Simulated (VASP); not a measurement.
A run of VASP 6.6.1:

Contents of INCAR:

```
SYSTEM = Os
PREC     = Accurate       ! precision mode
ENCUT    = 600            ! plane-wave cutoff, eV
EDIFF    = 1E-6           ! SCF threshold, eV
ISMEAR   = -1             ! smearing method
SIGMA    = 0.1            ! smearing width, eV
LREAL    = .FALSE.        ! projectors in reciprocal space
LASPH    = .TRUE.         ! aspherical terms in the spheres
NELM     = 120            ! most SCF steps
ALGO     = Normal         ! electronic algorithm
ISIF     = 2              ! what is computed and relaxed
LWAVE    = .FALSE.        ! write WAVECAR
LCHARG   = .TRUE.         ! write CHGCAR
GGA      = PE             ! functional
LELF     = .TRUE.         ! ELF
LVHAR    = .TRUE.       
NBANDS   = 10             ! bands
GGA_COMPAT= .FALSE.
```

File KPOINTS:

```
Automatic mesh
0
G
  10 10 10
  0 0 0
```

POSCAR

```
Os
1.0
    0.0000000000      1.9253521920      1.9253521920
    1.9253521920      0.0000000000      1.9253521920
    1.9253521920      1.9253521920      0.0000000000
Os
1
Direct
    0.0000000000      0.0000000000      0.0000000000
```

Potentials or basis: VASP PAW PBE potentials, release 64 (Os).

Command:

```sh
$ cat potpaw_PBE.64/Os/POTCAR > POTCAR
$ mpirun -np 1 vasp_std > vasp.out
```

Hardware: 1 thread of AMD EPYC 9R45 96-Core Processor (Zen 5) (shared host).

**Question.** Estimate the wall time of this run.

**Answer.** It took 7.3 s on 1 thread of AMD EPYC 9R45 96-Core Processor (Zen 5) (shared host), peak memory 0.12 GiB. Counts: scf iterations 12, k points 47.
